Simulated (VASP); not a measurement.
Write the native input for VASP 6.6.1 that does the following.

```yaml
Task: single point
Functional: PBE
Dispersion: D3(BJ)
Potentials_or_basis: VASP PAW PBE potentials, release 64 (Hf_pv)
Cutoff: 520 eV
k_mesh: 12 × 12 × 14
Occupations: gaussian, width 0.1 eV
Spin: no spin polarisation
Dipole_correction: no
Further_INCAR_settings: ALGO = Normal; EDIFF = 1e-06; NBANDS = 22
```

The structure of Hf lies in POSCAR:

```
Hf
1.0
    4.9405407595      0.0000000000      0.0000000000
   -2.4702703798      4.2786338062      0.0000000000
    0.0000000000      0.0000000000      3.0682343509
Hf
3
Direct
    0.6666666667      0.3333333333      0.5000000000
    0.3333333333      0.6666666667      0.5000000000
    0.0000000000      0.0000000000      0.0000000000
```

The input as run:

INCAR

```
PREC = Accurate ; ENCUT = 520
EDIFF = 1E-6 ; ISMEAR = 0
SIGMA = 0.1 ; LREAL = F
LASPH = T ; NELM = 100
ALGO = Normal ; ISIF = 2
LWAVE = F ; LCHARG = T
GGA = PE ; IVDW = 12
LELF = T ; LVHAR = T
NBANDS = 22
```

KPOINTS

```
regular mesh
0
Gamma
  12 12 14
```

Potentials or basis: VASP PAW PBE potentials, release 64 (Hf_pv).

Run with:

```bash
$ cat potpaw_PBE.64/Hf_pv/POTCAR > POTCAR
$ mpirun -np 1 vasp_std > vasp.out
```

Results of the run:

* Pressure: -0.4 GPa
* Band gap on the k mesh: zero (band 15 reaches 5.35 eV, above the bottom of band 16 at 4.36 eV)
* Dispersion energy per atom: -0.466 eV

Caveat: spin-orbit coupling is left out, which moves the levels of the heavy elements; pairwise dispersion overbinds metals, which lowers pressure and volume.

Run time: 2.4 min on 1 thread of Intel(R) Xeon(R) Platinum 8259CL CPU @ 2.50GHz (Skylake/Cascade Lake), on a shared host, peak memory 0.31 GiB.
